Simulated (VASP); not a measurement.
# Te (Im-3m) in VASP: single point with PBE

Aim: the single point of Te with PBE.

Everything below comes from runs of VASP 6.6.1. Logs are shortened: lines on timing, memory, paths and dates and some standing lists are left out, and cuts for length are marked.

## (1) The cell of the first run

The structure is cubic, space group Im-3m (No. 229). Conventional cell: a = 3.866 Å, b = 3.866 Å, c = 3.866 Å, α = 90.00°, β = 90.00°, γ = 90.00°. Te (site symmetry m-3m) has 14 Te at 3.35 to 3.87 Å within 4.4 Å.

This isn't the form of Te at room conditions, which is trigonal, of chains.

## (2) Single point, PBE, non-collinear spin, zero start, spin-orbit coupling

INCAR

```
SYSTEM = Te
  PREC = Accurate
  ENCUT = 520
  EDIFF = 1E-7
  ISMEAR = -1
  SIGMA = 0.05
  LREAL = .False.
  LASPH = .True.
  NELM = 150
  ALGO = Normal
  ISIF = 2
  LWAVE = .False.
  LCHARG = .True.
  MAGMOM = 0 0 0
  LORBIT = 11
  LSORBIT = .True.
  GGA_COMPAT = .False.
  LORBMOM = .True.
  GGA = PE
  LVHAR = .True.
  NBANDS = 17
```

KPOINTS

```
regular mesh
0
Gamma
  15 15 15
  0 0 0
```

POSCAR

```
Te
1.0
   -1.9330055246      1.9330055246      1.9330055246
    1.9330055246     -1.9330055246      1.9330055246
    1.9330055246      1.9330055246     -1.9330055246
Te
1
Direct
    0.0000000000      0.0000000000      0.0000000000
```

Potentials or basis: VASP PAW PBE potentials, release 64 (Te).

Command:

```console
cat potpaw_PBE.64/Te/POTCAR > POTCAR
mpirun -np 1 vasp_ncl > vasp.out
```

OUTCAR:

```text
SYSTEM = Te
   PREC = Accurate
   ENCUT = 520
   EDIFF = 1E-7
   ISMEAR = -1
   LREAL = .False.
   LASPH = .True.
   NELM = 150
   ISIF = 2
   LORBIT = 11
   LSORBIT = .True.
   GGA = PE

 ion  position               nearest neighbor table
   1  0.000  0.000  0.000-

  LATTYP: Found a body centered cubic cell.
 ALAT       =     3.8660110492

  Lattice vectors:

 A1 = (  -1.9330055246,   1.9330055246,   1.9330055246)
 A2 = (   1.9330055246,  -1.9330055246,   1.9330055246)
 A3 = (   1.9330055246,   1.9330055246,  -1.9330055246)

Analysis of symmetry for initial positions (statically):
=====================================================================
 Subroutine PRICEL returns:
 Original cell was already a primitive cell.

 Routine SETGRP: Setting up the symmetry group for a
 body centered cubic supercell.

 Subroutine GETGRP returns: Found 48 space group operations
 (whereof 48 operations were pure point group operations)
 out of a pool of 48 trial point group operations.

The static configuration has the point symmetry O_h .

Analysis of symmetry for dynamics (positions and initial velocities):
=====================================================================
 Subroutine PRICEL returns:
 Original cell was already a primitive cell.

 Routine SETGRP: Setting up the symmetry group for a
 body centered cubic supercell.

 Subroutine GETGRP returns: Found 48 space group operations
 (whereof 48 operations were pure point group operations)
 out of a pool of 48 trial point group operations.

The dynamic configuration has the point symmetry O_h .

Analysis of structural, dynamic, and magnetic symmetry:
=====================================================================
 Subroutine PRICEL returns:
 Original cell was already a primitive cell.

 Routine SETGRP: Setting up the symmetry group for a
 body centered cubic supercell.

 Subroutine GETGRP returns: Found 48 space group operations
 (whereof 48 operations were pure point group operations)
 out of a pool of 48 trial point group operations.

The overall configuration has the point symmetry O_h .

 Subroutine INISYM returns: Found 48 space group operations
 (whereof 48 operations are pure point group operations),
 and found     1 'primitive' translations

----------------------------------------------------------------------------------------

                                     Primitive cell

[... 142 lines left out ...]
 cond. band min:       7.6485300338   @ k =   0.4667   0.0000   0.0000
 fundamental gap:      0.0210813670
 Fermi energy:         7.6440784547

 k-point     1 :       0.0000    0.0000    0.0000
  band No.  band energies     occupation
      1      -6.0879      1.00000
      2      -6.0879      1.00000
      3       9.6535      0.00000
      4       9.6535      0.00000
      5      10.9937      0.00000
      6      10.9937      0.00000
[... 457 lines left out ...]
      4       2.4016      1.00000
      5       5.3319      1.00000
      6       5.3319      1.00000
[... 9 lines left out ...]
     16      19.5986      0.00000
     17      24.7096      0.00000

 [... further k-points ...]
[... 5 lines left out ...]
  --------------------------------------------------------------------------------------
  -------------------------------------------------------------------------------------
  Total       -0.0166693     -0.0166693     -0.0166693      0.0000000     -0.0000000      0.0000000
  in kB       -0.9244211     -0.9244211     -0.9244211      0.0000000     -0.0000000      0.0000000
  external PRESSURE =      -0.9244211 kB  Pullay stress =       0.0000000 kB

 VOLUME and BASIS-vectors are now :
 -----------------------------------------------------------------------------
  energy-cutoff  :      520.00
  volume of cell :       28.89
      direct lattice vectors                 reciprocal lattice vectors
    -1.933005525  1.933005525  1.933005525     0.000000000  0.258664548  0.258664548
     1.933005525 -1.933005525  1.933005525     0.258664548  0.000000000  0.258664548
     1.933005525  1.933005525 -1.933005525     0.258664548  0.258664548  0.000000000

 POSITION                                       TOTAL-FORCE (eV/Angst)
 -----------------------------------------------------------------------------------
      0.00000      0.00000      0.00000         0.000000      0.000000      0.000000
 -----------------------------------------------------------------------------------
    total drift:                                0.000000     -0.000000      0.000000

  FREE ENERGIE OF THE ION-ELECTRON SYSTEM (eV)
  ---------------------------------------------------
  free  energy   TOTEN  =        -2.9629492251 eV

  energy  without entropy=       -2.9525329122  energy(sigma->0) =       -2.95774107

 orbital moment (x)

 # of ion     p       d       tot
 ----------------------------------------
  1         0.000  -0.000  -0.000
 ----------------------------------------
            0.000  -0.000  -0.000

 orbital moment (y)

 # of ion     p       d       tot
 ----------------------------------------
  1         0.000   0.000   0.000
 ----------------------------------------
            0.000   0.000   0.000

 orbital moment (z)

 # of ion     p       d       tot
 ----------------------------------------
  1         0.000  -0.000  -0.000
 ----------------------------------------
            0.000  -0.000  -0.000

 Spin-Orbit-Coupling matrix elements

 Ion:    1  E_soc:     -0.2764687
 l=   1
     0.0000000    -0.0458964    -0.0458964
    -0.0458964     0.0000000    -0.0458964
    -0.0458964    -0.0458964     0.0000000
 l=   2
     0.0000000    -0.0000479     0.0000000    -0.0000479    -0.0001338
    -0.0000479     0.0000000    -0.0001004    -0.0000479    -0.0000335
     0.0000000    -0.0001004     0.0000000    -0.0001004     0.0000000
    -0.0000479    -0.0000479    -0.0001004     0.0000000    -0.0000335
    -0.0001338    -0.0000335     0.0000000    -0.0000335     0.0000000
 l=   3
     0.0000000     0.0000000     0.0000000     0.0000000     0.0000000     0.0000000     0.0000000
     0.0000000     0.0000000     0.0000000     0.0000000     0.0000000     0.0000000     0.0000000
     0.0000000     0.0000000     0.0000000     0.0000000     0.0000000     0.0000000     0.0000000
     0.0000000     0.0000000     0.0000000     0.0000000     0.0000000     0.0000000     0.0000000
     0.0000000     0.0000000     0.0000000     0.0000000     0.0000000     0.0000000     0.0000000
     0.0000000     0.0000000     0.0000000     0.0000000     0.0000000     0.0000000     0.0000000
     0.0000000     0.0000000     0.0000000     0.0000000     0.0000000     0.0000000     0.0000000

 total charge

# of ion       s       p       d       tot
------------------------------------------
    1        1.441   1.747   0.044   3.231

 magnetization (x)

# of ion       s       p       d       tot
------------------------------------------
    1       -0.000   0.000  -0.000  -0.000

 magnetization (y)

# of ion       s       p       d       tot
------------------------------------------
    1        0.000   0.000   0.000   0.000

 magnetization (z)

# of ion       s       p       d       tot
------------------------------------------
    1       -0.000  -0.000   0.000  -0.000
```

OSZICAR:

```text
N       E                     dE             d eps       ncg     rms          rms(c)
DAV:   1     0.171642605244E+02    0.17164E+02   -0.21411E+03  4080   0.561E+02
DAV:   2    -0.199797627463E+01   -0.19162E+02   -0.18091E+02  5490   0.978E+01
DAV:   3    -0.295090363188E+01   -0.95293E+00   -0.93865E+00  5258   0.196E+01
DAV:   4    -0.296106221304E+01   -0.10159E-01   -0.10156E-01  5155   0.249E+00
DAV:   5    -0.296124519190E+01   -0.18298E-03   -0.18298E-03  5175   0.329E-01    0.647E+00
DAV:   6    -0.296198483334E+01   -0.73964E-03   -0.14045E-03  5076   0.246E-01    0.397E+00
DAV:   7    -0.296276904702E+01   -0.78421E-03   -0.17633E-03  4806   0.273E-01    0.170E+00
DAV:   8    -0.296295172858E+01   -0.18268E-03   -0.19845E-04  5371   0.894E-02    0.124E-01
DAV:   9    -0.296295013531E+01    0.15933E-05   -0.41709E-05  4474   0.393E-02    0.502E-02
DAV:  10    -0.296294955302E+01    0.58229E-06   -0.13088E-06  5055   0.845E-03    0.576E-03
DAV:  11    -0.296294940295E+01    0.15006E-06   -0.57732E-08  4343   0.158E-03    0.244E-03
DAV:  12    -0.296294923122E+01    0.17173E-06   -0.67027E-08  4349   0.188E-03    0.102E-03
DAV:  13    -0.296294922514E+01    0.60820E-08   -0.36591E-09  2554   0.420E-04
   1 F= -.29629492E+01 E0= -.29577411E+01  d E =-.104163E-01  mag=    -0.0000    -0.0000     0.0000
```

stdout:

```text
POSCAR found type information on POSCAR Te
 POSCAR found :  1 types and       1 ions
 scaLAPACK will be used
 LDA part: xc-table for (Slater+PW92), standard interpolation
 POSCAR, INCAR and KPOINTS ok, starting setup
 FFT: planning ... GRIDC
 FFT: planning ... GRID_SOFT
 FFT: planning ... GRID
 WAVECAR not read
 entering main loop
```

Wall time 5.7 min (1 thread of AMD EPYC 7R43 (Zen 3), shared host); peak memory 0.25 GiB.

What came out:

| Property | Result |
| --- | --- |
| Free energy | -2.9629 eV |
| Pressure | -0.1 GPa |
| Net moment | 0.00 μB per cell |
| Valence electrons inside the program's atomic spheres | Te 3.23 |

Moments on the atoms (μB; x, y, z):
```
Te  0.00 0.00 0.00
```
